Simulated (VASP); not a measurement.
A run of VASP 6.6.1 is set up as follows.

Contents of INCAR:

```
ALGO     = Normal         # electronic algorithm
EDIFF    = 1E-7           # SCF threshold, eV
ENCUT    = 520            # plane-wave cutoff, eV
GGA      = PE             # functional
GGA_COMPAT= F            
ISIF     = 2              # what is computed and relaxed
ISMEAR   = -1             # smearing method
LASPH    = T              # aspherical terms in the spheres
LCHARG   = F              # write CHGCAR
LMAXMIX  = 4              # l up to which the mixer works
LORBIT   = 11             # projections on sites
LORBMOM  = T            
LREAL    = F              # projectors in reciprocal space
LSORBIT  = T              # spin-orbit coupling
LWAVE    = F              # write WAVECAR
MAGMOM   = 0 0 1          # initial moments
NBANDS   = 26             # bands
NELM     = 150            # most SCF steps
PREC     = Accurate       # precision mode
SIGMA    = 0.05           # smearing width, eV
```

Contents of KPOINTS:

```
k-points
0
Gamma
  14 14 14
```

Contents of POSCAR:

```
Rh
1.0
    0.0000000000      1.9152218606      1.9152218606
    1.9152218606      0.0000000000      1.9152218606
    1.9152218606      1.9152218606      0.0000000000
Rh
1
Direct
    0.0000000000      0.0000000000      0.0000000000
```

Potentials or basis: VASP PAW PBE potentials, release 64 (Rh_pv).

Command:

```sh
$ cat potpaw_PBE.64/Rh_pv/POTCAR > POTCAR
$ mpirun -np 1 vasp_ncl > vasp.out
```

**Question.** What does it give for the net moment?

**Answer.** 0.00 μB per cell.

**Question.** Predict the pressure.

**Answer.** 0.4 GPa.

Moments on the atoms (μB; x, y, z):
```
Rh  0.00 0.00 0.00
```
